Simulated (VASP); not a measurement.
# Be (P4_2/mnm) in VASP: further runs

Runs on Be. Level: PBE. Tasks: single point.

All numbers are computed with VASP 6.6.1; they aren't measurements. Logs are shortened: lines on timing, memory, paths and dates and some standing lists are left out, and cuts for length are marked.

## 1. The cell of the first run

The structure is tetragonal, space group P4_2/mnm (No. 136). Conventional cell: a = 3.747 Å, b = 3.747 Å, c = 2.258 Å, α = 90.00°, β = 90.00°, γ = 90.00°. Within 2.8 Å of Be (site symmetry m2m) lie 13 Be at 2.15 to 2.70 Å.

## 2. Single point, PBE (zz strain of -1 %)

File INCAR:

```
SYSTEM = Be
ALGO = Normal ; EDIFF = 1E-6
ENCUT = 520 ; GGA = PE
ISIF = 2 ; ISMEAR = -1
LASPH = .True. ; LCHARG = .False.
LREAL = .False. ; LWAVE = .False.
NBANDS = 12 ; NELM = 80
PREC = Accurate ; SIGMA = 0.05
```

File KPOINTS:

```
k-points
0
Gamma
  9 9 14
  0 0 0
```

File POSCAR:

```
Be
1.0
    3.7468140000      0.0000000000      0.0000000000
    0.0000000000      3.7468140000      0.0000000000
    0.0000000000      0.0000000000      2.2584672000
Be
4
Direct
    0.2974080000      0.2974080000      0.0000000000
    0.7025920000      0.7025920000      0.0000000000
    0.2025920000      0.7974080000      0.5000000000
    0.7974080000      0.2025920000      0.5000000000
```

Potentials or basis: VASP PAW PBE potentials, release 64 (Be).

On the command line:

```sh
$ cat potpaw_PBE.64/Be/POTCAR > POTCAR
$ mpirun -np 1 vasp_std > vasp.out
```

OUTCAR:

```text
SYSTEM = Be
   EDIFF = 1E-6
   ENCUT = 520
   GGA = PE
   ISIF = 2
   ISMEAR = -1
   LASPH = .True.
   LREAL = .False.
   NELM = 80
   PREC = Accurate

 ion  position               nearest neighbor table
   1  0.297  0.297  0.000-   2 2.15   3 2.22   4 2.22   3 2.22   4 2.22   3 2.22   3 2.22   4 2.22
                             4 2.22
   2  0.703  0.703  0.000-   1 2.15   3 2.22   4 2.22   3 2.22   4 2.22   4 2.22   4 2.22   3 2.22
                             3 2.22
   3  0.203  0.797  0.500-   4 2.15   2 2.22   1 2.22   1 2.22   2 2.22   1 2.22   1 2.22   2 2.22
                             2 2.22
   4  0.797  0.203  0.500-   3 2.15   2 2.22   1 2.22   1 2.22   2 2.22   2 2.22   2 2.22   1 2.22
                             1 2.22

  LATTYP: Found a simple tetragonal cell.
 ALAT       =     3.7468140000
 C/A-ratio  =     0.6027700334

  Lattice vectors:

 A1 = (   3.7468140000,   0.0000000000,   0.0000000000)
 A2 = (   0.0000000000,   3.7468140000,   0.0000000000)
 A3 = (   0.0000000000,   0.0000000000,   2.2584672000)

Analysis of symmetry for initial positions (statically):
=====================================================================
 Subroutine PRICEL returns:
 Original cell was already a primitive cell.

 Routine SETGRP: Setting up the symmetry group for a
 simple tetragonal supercell.

 Subroutine GETGRP returns: Found 16 space group operations
 (whereof  8 operations were pure point group operations)
 out of a pool of 16 trial point group operations.

The static configuration has the point symmetry D_2h.
 The point group associated with its full space group is D_4h.

Analysis of symmetry for dynamics (positions and initial velocities):
=====================================================================
 Subroutine PRICEL returns:
 Original cell was already a primitive cell.

 Routine SETGRP: Setting up the symmetry group for a
 simple tetragonal supercell.

 Subroutine GETGRP returns: Found 16 space group operations
 (whereof  8 operations were pure point group operations)
 out of a pool of 16 trial point group operations.

The dynamic configuration has the point symmetry D_2h.
 The point group associated with its full space group is D_4h.

 Subroutine INISYM returns: Found 16 space group operations
 (whereof  8 operations are pure point group operations),
 and found     1 'primitive' translations

----------------------------------------------------------------------------------------

                                     Primitive cell

  volume of cell :      31.7058

  direct lattice vectors                    reciprocal lattice vectors
     3.746814000  0.000000000  0.000000000     0.266893419  0.000000000  0.000000000
     0.000000000  3.746814000  0.000000000     0.000000000  0.266893419  0.000000000
     0.000000000  0.000000000  2.258467200     0.000000000  0.000000000  0.442778182

  length of vectors
     3.746814000  3.746814000  2.258467200     0.266893419  0.266893419  0.442778182

  position of ions in fractional coordinates (direct lattice)
     0.297408000  0.297408000  0.000000000
     0.702592000  0.702592000  0.000000000
     0.202592000  0.797408000  0.500000000
     0.797408000  0.202592000  0.500000000

  ion indices of the primitive-cell ions
   primitive index   ion index
                 1           1
                 2           2
                 3           3
                 4           4

----------------------------------------------------------------------------------------

 KPOINTS: k-points

Automatic generation of k-mesh.
 Grid dimensions read from file:
 generate k-points for:    9    9   14

 Generating k-lattice:

  Cartesian coordinates                     Fractional coordinates (reciprocal lattice)
     0.029654824  0.000000000  0.000000000     0.111111111  0.000000000  0.000000000
     0.000000000  0.029654824  0.000000000     0.000000000  0.111111111  0.000000000
     0.000000000  0.000000000  0.031627013     0.000000000  0.000000000  0.071428571

  Length of vectors
     0.029654824  0.029654824  0.031627013

  Shift w.r.t. Gamma in fractional coordinates (k-lattice)
     0.000000000  0.000000000  0.000000000

 Subroutine IBZKPT returns following result:
 ===========================================

 Found    120 irreducible k-points:

 Following reciprocal coordinates:
            Coordinates               Weight
  0.000000  0.000000  0.000000      1.000000
  0.111111  0.000000  0.000000      4.000000
  0.222222  0.000000  0.000000      4.000000
  0.333333  0.000000  0.000000      4.000000
  0.444444  0.000000  0.000000      4.000000
  0.111111  0.111111  0.000000      4.000000
[... 16 lines left out ...]
  0.333333  0.111111  0.071429     16.000000
  0.444444  0.111111  0.071429     16.000000
 [... further k-points ...]
   k-points           NKPTS =    120   k-points in BZ     NKDIM =    120   number of bands    NBANDS=     12
   number of dos      NEDOS =    301   number of ions     NIONS =      4
   total plane-waves  NPLWV =  14112
   dimension x,y,z NGX =    28 NGY =   28 NGZ =   18
   dimension x,y,z NGXF=    56 NGYF=   56 NGZF=   36
   ions per type =               4
   NGX,Y,Z   is equivalent  to a cutoff of  12.42, 12.42, 13.25 a.u.
   NGXF,Y,Z  is equivalent  to a cutoff of  24.85, 24.85, 26.50 a.u.
 SYSTEM =  Be
   PREC   = accura    normal or accurate (medium, high low for compatibility)
   ISTART =      0    job   : 0-new  1-cont  2-samecut
   ICHARG =      2    charge: 1-file 2-atom 10-const
   ISPIN  =      1    spin polarized calculation?
   LNONCOLLINEAR =      F non collinear calculations
   LSORBIT =      F    spin-orbit coupling
   LASPH  =      T    aspherical Exc in radial PAW
   ENCUT  =  520.0 eV  38.22 Ry    6.18 a.u.   6.97  6.97  4.20*2*pi/ulx,y,z
   NELM   =     80;   NELMIN=  2; NELMDL= -5     # of ELM steps
   EDIFF  = 0.1E-05   stopping-criterion for ELM
   LREAL  =      F    real-space projection
   EDIFFG = 0.1E-04   stopping-criterion for IOM
   NSW    =      0    number of steps for IOM
   IBRION =     -1    ionic relax: 0-MD 1-quasi-New 2-CG
   NFREE  =      0    steps in history (QN), initial steepest desc. (CG)
   ISIF   =      2    stress and relaxation
   ISYM   =      2    0-nonsym 1-usesym 2-fastsym
   POTIM  = 0.5000    time-step for ionic-motion
   TEBEG  =    0.0;   TEEND  =   0.0 temperature during run
   PSTRESS=    0.0 pullay stress
   NELECT =       8.0000    total number of electrons
   NUPDOWN=      -1.0000    fix difference up-down
   EMIN   =  10.00;   EMAX   =-10.00  energy-range for DOS
   EFERMI =   0.00;   METHOD = LEGACY
   ISMEAR =    -1;   SIGMA  =   0.05  broadening in eV -4-tet -1-fermi 0-gaus
   EFERMI_NEDOS =   21; number of points for ismear=-14 and -15
   IALGO  =     38    algorithm
   IMIX   =      4    mixing-type and parameters
     AMIX     =   0.40;   BMIX     =  1.00
     AMIX_MAG =   1.60;   BMIX_MAG =  1.00
  volume/ion in A,a.u.               =       7.93        53.49
  Fermi-wavevector in a.u.,A,eV,Ry     =   1.034488  1.954899 14.560486  1.070166
  Thomas-Fermi vector in A             =   2.168786
   LORBIT       =      0    0 simple, 1 ext, 2 COOP (PROOUT), +10 PAW based schemes
   GGA     = PE    functional components
   LHFCALC =     F    Hartree Fock is set to
   AEXX    =    0.0000 exact exchange contribution
   IVDW    =     0    specifies the selected vdW correction
   LEPSILON=     F    determine dielectric tensor
   LRPA    =     F    only Hartree local field effects (RPA)
 non-spin polarized calculation
  energy-cutoff  :      520.00
  volume of cell :       31.71
 maximum number of plane-waves:       868
 NGX is ok and might be reduce to    28
   NGX = 13   NGY = 13   NGZ =  9

 number of electron       8.0000000 magnetization

 Free energy of the ion-electron system (eV)
  ---------------------------------------------------
  ext. energy  EPLUGINS =         0.00000000
  ---------------------------------------------------
  free energy    TOTEN  =       -14.85337689 eV

  energy without entropy =      -14.84865225  energy(sigma->0) =      -14.85101457

 E-fermi :   6.8774     XC(G=0): -10.5952

 val. band max:        6.8294036538   @ k =   0.2222   0.0000   0.2857
 cond. band min:       6.8791956892   @ k =   0.1111   0.0000   0.5000
 fundamental gap:      0.0497920353
 Fermi energy:         6.8774317013

 k-point     1 :       0.0000    0.0000    0.0000
  band No.  band energies     occupation
      1      -4.3324      2.00000
      2       1.8348      2.00000
      3       2.4119      2.00000
      4       5.7956      2.00000
      5       5.7956      2.00000
      6      11.6449      0.00000
      7      11.6449      0.00000
      8      14.2233      0.00000
      9      16.4928      0.00000
     10      17.4132      0.00000
     11      23.3190      0.00000
     12      23.3190      0.00000

 k-point     2 :       0.1111    0.0000    0.0000
  band No.  band energies     occupation
      1      -4.2352      2.00000
      2       1.4232      2.00000
      3       2.2928      2.00000
      4       5.7637      2.00000
      5       6.5223      1.99835
      6      10.7107      0.00000
      7      11.5320      0.00000
      8      15.4188      0.00000
      9      16.6112      0.00000
     10      17.8977      0.00000
     11      22.8290      0.00000
     12      23.4186      0.00000

 k-point     3 :       0.2222    0.0000    0.0000
  band No.  band energies     occupation
      1      -3.9436      2.00000
      2       0.3000      2.00000
      3       2.5543      2.00000
      4       5.6175      2.00000
      5       7.7621      0.00000
      6       9.4299      0.00000
      7      11.5745      0.00000
      8      16.9649      0.00000
      9      17.4669      0.00000
     10      19.1652      0.00000
     11      21.7399      0.00000
     12      23.0309      0.00000
[... 286 lines left out ...]
 k-point    23 :       0.3333    0.1111    0.0714
  band No.  band energies     occupation
      1      -3.2489      2.00000
      2      -0.6545      2.00000
      3       2.5550      2.00000
      4       4.9969      2.00000
      5       8.5673      0.00000
      6       9.7902      0.00000
      7      12.6952      0.00000
      8      16.3653      0.00000
      9      18.7552      0.00000
     10      19.6000      0.00000
     11      20.9151      0.00000
     12      22.4875      0.00000

 k-point    24 :       0.4444    0.1111    0.0714
  band No.  band energies     occupation
      1      -2.5687      2.00000
      2      -1.6995      2.00000
      3       3.2518      2.00000
      4       4.0944      2.00000
      5       8.9398      0.00000
      6       9.3918      0.00000
      7      14.7093      0.00000
      8      17.1014      0.00000
      9      17.4684      0.00000
     10      18.4816      0.00000
     11      21.8100      0.00000
     12      23.0856      0.00000

 [... further k-points ...]
[... 5 lines left out ...]
  --------------------------------------------------------------------------------------
  -------------------------------------------------------------------------------------
  Total        0.3097493      0.3097493      0.2492972      0.0000000      0.0000000      0.0000000
  in kB       15.6524704     15.6524704     12.5976599      0.0000000      0.0000000      0.0000000
  external PRESSURE =      14.6342002 kB  Pullay stress =       0.0000000 kB

 VOLUME and BASIS-vectors are now :
 -----------------------------------------------------------------------------
  energy-cutoff  :      520.00
  volume of cell :       31.71
      direct lattice vectors                 reciprocal lattice vectors
     3.746814000  0.000000000  0.000000000     0.266893419  0.000000000  0.000000000
     0.000000000  3.746814000  0.000000000     0.000000000  0.266893419  0.000000000
     0.000000000  0.000000000  2.258467200     0.000000000  0.000000000  0.442778182

 POSITION                                       TOTAL-FORCE (eV/Angst)
 -----------------------------------------------------------------------------------
      1.11433      1.11433      0.00000         0.030895      0.030895      0.000000
      2.63248      2.63248      0.00000        -0.030895     -0.030895     -0.000000
      0.75907      2.98774      1.12923        -0.030895      0.030895     -0.000000
      2.98774      0.75907      1.12923         0.030895     -0.030895     -0.000000
 -----------------------------------------------------------------------------------
    total drift:                                0.000000      0.000000     -0.000000

  FREE ENERGIE OF THE ION-ELECTRON SYSTEM (eV)
  ---------------------------------------------------
  free  energy   TOTEN  =       -14.8533768917 eV

  energy  without entropy=      -14.8486522499  energy(sigma->0) =      -14.85101457
```

Wall time 30 s (1 thread of AMD EPYC 7R13 (Zen 3), shared host); peak memory 0.12 GiB.

What came out:

| Property | Result |
| --- | --- |
| Free energy | -14.8534 eV |
| Pressure | 1.5 GPa |
| Largest force | 0.044 eV/Å |
| Band gap on the k mesh | zero (band 4 reaches 7.86 eV, above the bottom of band 5 at 5.80 eV) |

Forces in eV/Å, atoms in the order of the input:
```
Be   0.031  0.031  0.000
Be  -0.031 -0.031  0.000
Be  -0.031  0.031  0.000
Be   0.031 -0.031  0.000
```

Stress tensor (GPa, compression positive):
```
1.57 0.00 0.00
0.00 1.57 0.00
0.00 0.00 1.26
```

Caveat: the cell differs from its parent crystal (zz strain of -1 %).

## 3. Single point, PBE (equal xx and yy strain of +1 %)

File INCAR:

```
SYSTEM = Be
PREC = Accurate
ENCUT = 520
EDIFF = 1E-7
ISMEAR = -1
SIGMA = 0.05
LREAL = .FALSE.
LASPH = .TRUE.
NELM = 60
ALGO = Normal
ISIF = 2
LWAVE = .FALSE.
LCHARG = .TRUE.
GGA = PE
LELF = .TRUE.
LVHAR = .TRUE.
NBANDS = 12
```

File KPOINTS:

```
Automatic mesh
0
G
  9 9 14
  0 0 0
```

File POSCAR:

```
Be
1.0
    3.7842821400      0.0000000000      0.0000000000
    0.0000000000      3.7842821400      0.0000000000
    0.0000000000      0.0000000000      2.2812800000
Be
4
Direct
    0.2974080000      0.2974080000      0.0000000000
    0.7025920000      0.7025920000      0.0000000000
    0.2025920000      0.7974080000      0.5000000000
    0.7974080000      0.2025920000      0.5000000000
```

Potentials or basis: VASP PAW PBE potentials, release 64 (Be).

On the command line:

```sh
$ cat potpaw_PBE.64/Be/POTCAR > POTCAR
$ mpirun -np 1 vasp_std > vasp.out
```

It used 130 s of CPU time on 1 thread of AMD EPYC 7R13 Processor (Zen 3) (shared host).

The run converged. Its results:

| Item | Value |
| --- | --- |
| Free energy | -14.8513 eV |
| Pressure | -2.1 GPa |
| Largest force | 0.058 eV/Å |
| Band gap on the k mesh | zero (band 4 reaches 7.61 eV, above the bottom of band 5 at 5.53 eV) |

Forces in eV/Å, atoms in the order of the input:
```
Be   0.041  0.041  0.000
Be  -0.041 -0.041  0.000
Be  -0.041  0.041  0.000
Be   0.041 -0.041  0.000
```

Stress tensor (GPa, compression positive):
```
-1.81  0.00  0.00
 0.00 -1.81  0.00
 0.00  0.00 -2.59
```

Levels at points of the mesh, in eV from the Fermi level:
```tsv
k point	band 1	band 2	band 3	band 4	band 5	band 6	band 7	band 8	band 9
(0.00, 0.00, 0.00)	-11.03	-4.92	-4.34	-1.10	-1.10	4.65	4.65	7.25	9.41
(0.00, 0.00, 0.50)	-5.66	-5.66	0.99	0.99	1.86	1.86	2.66	2.66	7.36
```

Caveat: the cell differs from its parent crystal (equal xx and yy strain of +1 %).

(Continued in part 2 of 2.)
